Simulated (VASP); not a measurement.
# BaMo2Pd (R-3m) in VASP: single point with PBE

Aim: the single point of BaMo2Pd with PBE.

All numbers are computed with VASP 6.6.1; they aren't measurements. Logs are shortened: lines on timing, memory, paths and dates and some standing lists are left out, and cuts for length are marked.

### Step 1. The cell of the first run

Symmetry: R-3m, No. 166, trigonal system. Conventional cell: a = 4.466 Å, b = 4.466 Å, c = 18.043 Å, α = 90.00°, β = 90.00°, γ = 120.00°. Within 4.6 Å of Ba (site symmetry -3m) lie 8 Mo at 3.47 to 3.62 Å and 6 Pd at 3.96 Å and 6 Ba at 4.47 Å. Mo (site symmetry 3m) has 3 Pd at 2.62 Å and 3 Mo at 2.74 Å and 4 Ba at 3.47 to 3.62 Å within 3.7 Å. Within 3.5 Å of Pd (site symmetry -3m) lie 6 Mo at 2.62 Å.

### Step 2. Single point, PBE

INCAR

```
PREC     = Accurate       # precision mode
ENCUT    = 520            # plane-wave cutoff, eV
EDIFF    = 1E-6           # SCF threshold, eV
ISMEAR   = 0              # smearing method
SIGMA    = 0.1            # smearing width, eV
LREAL    = False          # projectors in reciprocal space
LASPH    = True           # aspherical terms in the spheres
NELM     = 80             # most SCF steps
ALGO     = Normal         # electronic algorithm
ISIF     = 2              # what is computed and relaxed
LWAVE    = False          # write WAVECAR
LCHARG   = False          # write CHGCAR
GGA      = PE             # functional
NBANDS   = 32             # bands
```

KPOINTS

```
regular mesh
0
Gamma
  6 6 6
```

POSCAR

```
BaMo2Pd
1.0
    2.2331275983      1.2892968200      6.0142973366
   -2.2331275983      1.2892968200      6.0142973366
    0.0000000000     -2.5785936400      6.0142973365
Ba Mo Pd
1 2 1
Direct
    0.0000000000      0.0000000000      0.0000000000
    0.1921582000      0.1921582000      0.1921582000
    0.8078418000      0.8078418000      0.8078418000
    0.5000000000      0.5000000000      0.5000000000
```

Potentials or basis: VASP PAW PBE potentials, release 64 (Ba_sv, Mo_sv, Pd).

Command:

```bash
cat potpaw_PBE.64/Ba_sv/POTCAR potpaw_PBE.64/Mo_sv/POTCAR potpaw_PBE.64/Pd/POTCAR > POTCAR
mpirun -np 1 vasp_std > vasp.out
```

OUTCAR:

```text
PREC = Accurate
   ENCUT = 520
   EDIFF = 1E-6
   ISMEAR = 0
   LREAL = False
   LASPH = True
   NELM = 80
   ISIF = 2
   GGA = PE

 ion  position               nearest neighbor table
   1  0.000  0.000  0.000-   2 3.47   3 3.47   3 3.62   2 3.62   3 3.62   3 3.62   2 3.62   2 3.62
                             4 3.96   4 3.96   4 3.96   4 3.96   4 3.96   4 3.96
   2  0.192  0.192  0.192-   4 2.62   4 2.62   4 2.62   3 2.74   3 2.74   3 2.74   1 3.47   1 3.62
                             1 3.62   1 3.62
   3  0.808  0.808  0.808-   4 2.62   4 2.62   4 2.62   2 2.74   2 2.74   2 2.74   1 3.47   1 3.62
                             1 3.62   1 3.62
   4  0.500  0.500  0.500-   2 2.62   3 2.62   2 2.62   2 2.62   3 2.62   3 2.62   1 3.96   1 3.96
                             1 3.96   1 3.96   1 3.96   1 3.96

  LATTYP: Found a trigonal (rhomboedric) cell.
 ALAT       =     6.5437693735
 COS(alpha) =     0.7670830450

  Lattice vectors:

 A1 = (   2.2331275983,   1.2892968200,   6.0142973366)
 A2 = (  -2.2331275983,   1.2892968200,   6.0142973366)
 A3 = (   0.0000000000,  -2.5785936400,   6.0142973365)

Analysis of symmetry for initial positions (statically):
=====================================================================
 Subroutine PRICEL returns:
 Original cell was already a primitive cell.

 Routine SETGRP: Setting up the symmetry group for a
 trigonal (rhombohedral) supercell.

 Subroutine GETGRP returns: Found 12 space group operations
 (whereof 12 operations were pure point group operations)
 out of a pool of 12 trial point group operations.

The static configuration has the point symmetry D_3d.

Analysis of symmetry for dynamics (positions and initial velocities):
=====================================================================
 Subroutine PRICEL returns:
 Original cell was already a primitive cell.

 Routine SETGRP: Setting up the symmetry group for a
 trigonal (rhombohedral) supercell.

 Subroutine GETGRP returns: Found 12 space group operations
 (whereof 12 operations were pure point group operations)
 out of a pool of 12 trial point group operations.

The dynamic configuration has the point symmetry D_3d.

 Subroutine INISYM returns: Found 12 space group operations
 (whereof 12 operations are pure point group operations),
 and found     1 'primitive' translations

----------------------------------------------------------------------------------------

                                     Primitive cell

  volume of cell :     103.8969

  direct lattice vectors                    reciprocal lattice vectors
     2.233127598  1.289296820  6.014297337     0.223901223  0.129269431  0.055423488
    -2.233127598  1.289296820  6.014297337    -0.223901223  0.129269431  0.055423488
     0.000000000 -2.578593640  6.014297337     0.000000000 -0.258538863  0.055423488

  length of vectors
     6.543769373  6.543769373  6.543769373     0.264412758  0.264412758  0.264412758

  position of ions in fractional coordinates (direct lattice)
     0.000000000  0.000000000  0.000000000
     0.192158200  0.192158200  0.192158200
     0.807841800  0.807841800  0.807841800
     0.500000000  0.500000000  0.500000000

  ion indices of the primitive-cell ions
   primitive index   ion index
                 1           1
                 2           2
                 3           3
                 4           4

----------------------------------------------------------------------------------------

 KPOINTS: regular mesh

Automatic generation of k-mesh.
 Grid dimensions read from file:
 generate k-points for:    6    6    6

 Generating k-lattice:

  Cartesian coordinates                     Fractional coordinates (reciprocal lattice)
     0.037316870  0.021544905  0.009237248     0.166666667  0.000000000 -0.000000000
    -0.037316870  0.021544905  0.009237248     0.000000000  0.166666667 -0.000000000
     0.000000000 -0.043089810  0.009237248    -0.000000000 -0.000000000  0.166666667

  Length of vectors
     0.044068793  0.044068793  0.044068793

  Shift w.r.t. Gamma in fractional coordinates (k-lattice)
     0.000000000  0.000000000  0.000000000

 Subroutine IBZKPT returns following result:
 ===========================================

 Found     32 irreducible k-points:

 Following reciprocal coordinates:
            Coordinates               Weight
  0.000000  0.000000  0.000000      1.000000
  0.166667 -0.000000 -0.000000      6.000000
  0.333333  0.000000  0.000000      6.000000
  0.500000 -0.000000  0.000000      3.000000
  0.166667  0.166667 -0.000000      6.000000
  0.333333  0.166667  0.000000     12.000000
[... 16 lines left out ...]
  0.500000  0.500000  0.166667      6.000000
 -0.333333  0.500000  0.166667     12.000000
 [... further k-points ...]
   k-points           NKPTS =     32   k-points in BZ     NKDIM =     32   number of bands    NBANDS=     32
   number of dos      NEDOS =    301   number of ions     NIONS =      4
   total plane-waves  NPLWV = 125000
   dimension x,y,z NGX =    50 NGY =   50 NGZ =   50
   dimension x,y,z NGXF=   100 NGYF=  100 NGZF=  100
   ions per type =               1   2   1
   NGX,Y,Z   is equivalent  to a cutoff of  12.70, 12.70, 12.70 a.u.
   NGXF,Y,Z  is equivalent  to a cutoff of  25.41, 25.41, 25.41 a.u.
 SYSTEM =  unknown system
   PREC   = accura    normal or accurate (medium, high low for compatibility)
   ISTART =      0    job   : 0-new  1-cont  2-samecut
   ICHARG =      2    charge: 1-file 2-atom 10-const
   ISPIN  =      1    spin polarized calculation?
   LNONCOLLINEAR =      F non collinear calculations
   LSORBIT =      F    spin-orbit coupling
   LASPH  =      T    aspherical Exc in radial PAW
   ENCUT  =  520.0 eV  38.22 Ry    6.18 a.u.  12.17 12.17 12.17*2*pi/ulx,y,z
   NELM   =     80;   NELMIN=  2; NELMDL= -5     # of ELM steps
   EDIFF  = 0.1E-05   stopping-criterion for ELM
   LREAL  =      F    real-space projection
[... 7 lines left out ...]
   TEBEG  =    0.0;   TEEND  =   0.0 temperature during run
   PSTRESS=    0.0 pullay stress
   NELECT =      48.0000    total number of electrons
   NUPDOWN=      -1.0000    fix difference up-down
   EMIN   =  10.00;   EMAX   =-10.00  energy-range for DOS
   EFERMI =   0.00;   METHOD = LEGACY
   ISMEAR =     0;   SIGMA  =   0.10  broadening in eV -4-tet -1-fermi 0-gaus
   EFERMI_NEDOS =   21; number of points for ismear=-14 and -15
   IALGO  =     38    algorithm
   IMIX   =      4    mixing-type and parameters
     AMIX     =   0.40;   BMIX     =  1.00
     AMIX_MAG =   1.60;   BMIX_MAG =  1.00
  volume/ion in A,a.u.               =      25.97       175.28
  Fermi-wavevector in a.u.,A,eV,Ry     =   1.265574  2.391589 21.792163  1.601679
  Thomas-Fermi vector in A             =   2.398820
   LORBIT       =      0    0 simple, 1 ext, 2 COOP (PROOUT), +10 PAW based schemes
   GGA     = PE    functional components
   LHFCALC =     F    Hartree Fock is set to
   AEXX    =    0.0000 exact exchange contribution
   IVDW    =     0    specifies the selected vdW correction
   LEPSILON=     F    determine dielectric tensor
   LRPA    =     F    only Hartree local field effects (RPA)
 non-spin polarized calculation
 Gauss-broadening in eV      SIGMA  =   0.10
  energy-cutoff  :      520.00
  volume of cell :      103.90
 maximum number of plane-waves:      2814
 NGX is ok and might be reduce to    50
   NGX = 25   NGY = 25   NGZ = 25

 number of electron      47.9999999 magnetization

 Free energy of the ion-electron system (eV)
  ---------------------------------------------------
  ext. energy  EPLUGINS =         0.00000000
  ---------------------------------------------------
  free energy    TOTEN  =       -26.31856734 eV

  energy without entropy =      -26.30168588  energy(sigma->0) =      -26.31012661

 E-fermi :   5.7526     XC(G=0): -10.2891

 val. band max:        5.7251585972   @ k =   0.5000   0.5000   0.0000
 cond. band min:       5.7623346058   @ k =  -0.3333  -0.3333   0.1667
 fundamental gap:      0.0371760086
 Fermi energy:         5.7525583155

 k-point     1 :       0.0000    0.0000    0.0000
  band No.  band energies     occupation
      1     -54.8809      2.00000
      2     -54.7179      2.00000
      3     -29.1907      2.00000
      4     -29.1907      2.00000
      5     -28.8935      2.00000
      6     -28.8772      2.00000
[... 24 lines left out ...]
     31       9.2997      0.00000
     32       9.2997      0.00000

 k-point     2 :       0.1667   -0.0000   -0.0000
  band No.  band energies     occupation
      1     -54.8711      2.00000
      2     -54.7276      2.00000
      3     -29.2008      2.00000
      4     -29.1840      2.00000
      5     -28.9211      2.00000
      6     -28.8568      2.00000
[... 24 lines left out ...]
     31       8.7233      0.00000
     32       9.5665      0.00000

 k-point     3 :       0.3333    0.0000    0.0000
  band No.  band energies     occupation
      1     -54.8457      2.00000
      2     -54.7526      2.00000
      3     -29.2198      2.00000
      4     -29.1712      2.00000
      5     -28.9762      2.00000
      6     -28.8136      2.00000
[... 24 lines left out ...]
     31       8.7574      0.00000
     32       9.6789      0.00000

 k-point     4 :       0.5000   -0.0000    0.0000
  band No.  band energies     occupation
      1     -54.8255      2.00000
      2     -54.7727      2.00000
      3     -29.2288      2.00000
      4     -29.1649      2.00000
      5     -29.0039      2.00000
      6     -28.7906      2.00000
[... 24 lines left out ...]
     31       8.9787      0.00000
     32       9.0272      0.00000

 k-point     5 :       0.1667    0.1667   -0.0000
  band No.  band energies     occupation
      1     -54.8711      2.00000
      2     -54.7276      2.00000
      3     -29.2008      2.00000
      4     -29.1840      2.00000
      5     -28.9211      2.00000
      6     -28.8568      2.00000
[... 584 lines left out ...]
     31       8.7657      0.00000
     32       9.1611      0.00000

 k-point    22 :      -0.1667    0.3333    0.1667
  band No.  band energies     occupation
      1     -54.8258      2.00000
      2     -54.7724      2.00000
      3     -29.2505      2.00000
      4     -29.1347      2.00000
      5     -29.0153      2.00000
      6     -28.7812      2.00000
[... 24 lines left out ...]
     31       8.6527      0.00000
     32       8.7609      0.00000

 k-point    23 :       0.5000    0.5000    0.1667
  band No.  band energies     occupation
      1     -54.8457      2.00000
      2     -54.7526      2.00000
      3     -29.2198      2.00000
      4     -29.1715      2.00000
      5     -28.9762      2.00000
      6     -28.8137      2.00000
[... 24 lines left out ...]
     31       9.2828      0.00000
     32       9.7235      0.00000

 k-point    24 :      -0.3333    0.5000    0.1667
  band No.  band energies     occupation
      1     -54.8258      2.00000
      2     -54.7724      2.00000
      3     -29.2506      2.00000
      4     -29.1349      2.00000
      5     -29.0152      2.00000
      6     -28.7813      2.00000
[... 24 lines left out ...]
     31       8.6236      0.00000
     32       9.6105      0.00000

 [... further k-points ...]
[... 5 lines left out ...]
  --------------------------------------------------------------------------------------
  -------------------------------------------------------------------------------------
  Total        0.1187774      0.1187774      0.3994532      0.0000000      0.0000000      0.0000000
  in kB        1.8316468      1.8316468      6.1599040      0.0000000      0.0000000      0.0000000
  external PRESSURE =       3.2743992 kB  Pullay stress =       0.0000000 kB

 VOLUME and BASIS-vectors are now :
 -----------------------------------------------------------------------------
  energy-cutoff  :      520.00
  volume of cell :      103.90
      direct lattice vectors                 reciprocal lattice vectors
     2.233127598  1.289296820  6.014297337     0.223901223  0.129269431  0.055423488
    -2.233127598  1.289296820  6.014297337    -0.223901223  0.129269431  0.055423488
     0.000000000 -2.578593640  6.014297337     0.000000000 -0.258538863  0.055423488

 POSITION                                       TOTAL-FORCE (eV/Angst)
 -----------------------------------------------------------------------------------
      0.00000      0.00000      0.00000         0.000000      0.000000      0.000000
      0.00000      0.00000      3.46709         0.000000      0.000000      0.018497
      0.00000      0.00000     14.57580         0.000000     -0.000000     -0.018497
      0.00000      0.00000      9.02145        -0.000000     -0.000000      0.000000
 -----------------------------------------------------------------------------------
    total drift:                                0.000000      0.000000      0.000000

  FREE ENERGIE OF THE ION-ELECTRON SYSTEM (eV)
  ---------------------------------------------------
  free  energy   TOTEN  =       -26.3185673432 eV

  energy  without entropy=      -26.3016858792  energy(sigma->0) =      -26.31012661
```

It took 2.5 min on 1 thread of Intel Xeon Platinum 8488C (Sapphire Rapids), shared host; peak memory 0.41 GiB.

What came out:

```
Free energy            : -26.3186 eV
Pressure               : 0.3 GPa
Largest force          : 0.018 eV/Å
Band gap on the k mesh : zero (bands 24 and 25 overlap by 0.39 eV)
```

Forces in eV/Å, atoms in the order of the input:
```
Ba   0.000  0.000  0.000
Mo   0.000  0.000  0.018
Mo   0.000  0.000 -0.018
Pd   0.000  0.000  0.000
```

Stress tensor (GPa, compression positive):
```
0.18 0.00 0.00
0.00 0.18 0.00
0.00 0.00 0.62
```

Levels at points of the mesh, in eV from the Fermi level:
```tsv
k point	band 20	band 21	band 22	band 23	band 24	band 25	band 26	band 27	band 28	band 29
(0.00, 0.00, 0.00)	-2.05	-0.85	-0.47	-0.32	-0.32	0.76	0.76	1.15	1.15	1.18
(0.50, 0.00, 0.00)	-2.12	-1.59	-0.15	-0.05	0.29	0.32	0.32	0.77	1.92	1.96
(0.50, 0.50, 0.00)	-1.59	-0.95	-0.91	-0.05	-0.03	0.33	0.35	0.78	2.12	2.41
(0.50, 0.50, 0.50)	-2.24	-1.97	-1.36	-0.29	-0.29	0.29	0.29	0.42	1.84	1.84
```

Caveat: spin-orbit coupling is left out, which moves the levels of the heavy elements.

The gap in the log of VASP goes by the Fermi energy; the results here count the filled bands.